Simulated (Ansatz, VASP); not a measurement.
**Two plane-wave programs on AlN**

File INCAR:

```
  ALGO = Normal
  EDIFF = 1E-6
  ENCUT = 600
  GGA_COMPAT = False
  ISIF = 2
  ISMEAR = 0
  LASPH = True
  LCHARG = False
  LREAL = False
  LWAVE = False
  NBANDS = 16
  NELM = 120
  PREC = Accurate
  SIGMA = 0.1
```

The input KPOINTS:

```
k-points
0
Gamma
  6 6 4
```

POSCAR

```
AlN
1.0
    3.3121157418      0.0000000000      0.0000000000
   -1.6560578709      2.8683763727      0.0000000000
    0.0000000000      0.0000000000      4.1875630000
Al N
2 2
Direct
    0.3333333300      0.6666666700      0.7500000000
    0.6666666700      0.3333333300      0.2500000000
    0.3333333300      0.6666666700      0.2500000000
    0.6666666700      0.3333333300      0.7500000000
```

Input for Ansatz:

```yaml
crystal:
  lattice:
    - [3.3121157418, 0.0, 0.0]
    - [-1.6560578709, 2.8683763727, 0.0]
    - [0.0, 0.0, 4.187563]
  atoms:
    - { symbol: Al, position: [0.33333333, 0.66666667, 0.75] }
    - { symbol: Al, position: [0.66666667, 0.33333333, 0.25] }
    - { symbol: "N", position: [0.33333333, 0.66666667, 0.25] }
    - { symbol: "N", position: [0.66666667, 0.33333333, 0.75] }
basis:
  ecutwfc: 520.0
kpoints:
  mp_grid: { grid: [6, 6, 4] }
hamiltonian:
  xc: lda
  pseudopotentials: { kind: paw, azcp: { folder: soft_1 } }
scf:
  occupations: { method: gaussian, width: 0.1 }
output:
  forces: true
  stress: true
  eigenvalues: true
```

Alike in both runs: task single point; functional LDA; k mesh 6 × 6 × 4; occupations gaussian, width 0.1 eV; no spin polarisation.

|  | VASP | Ansatz |
| --- | --- | --- |
| version | VASP 6.6.1 | Ansatz 0.2.0 |
| potentials or method | VASP PAW LDA potentials, release 64 (Al, N), cutoff 600 eV | scalar-relativistic, plane waves, PAW |
| valence electrons in the cell | 16 | 16 |

```csv
,VASP,Ansatz,Ansatz less VASP
gap on the k mesh at the Fermi level (eV),3.28,3.28,-0.009
least direct gap on the mesh (eV),3.28,3.28,-0.009
pressure (GPa),-8.3,-8.7,-0.45
"traceless stress, the component that is largest in VASP (GPa)",-0.31,-0.14,+0.174
```

Ansatz warns that its potentials were made for another functional, while VASP's fit it. LDA's correlation is that of Perdew and Zunger in VASP and of Perdew and Wang (1992) in Ansatz.
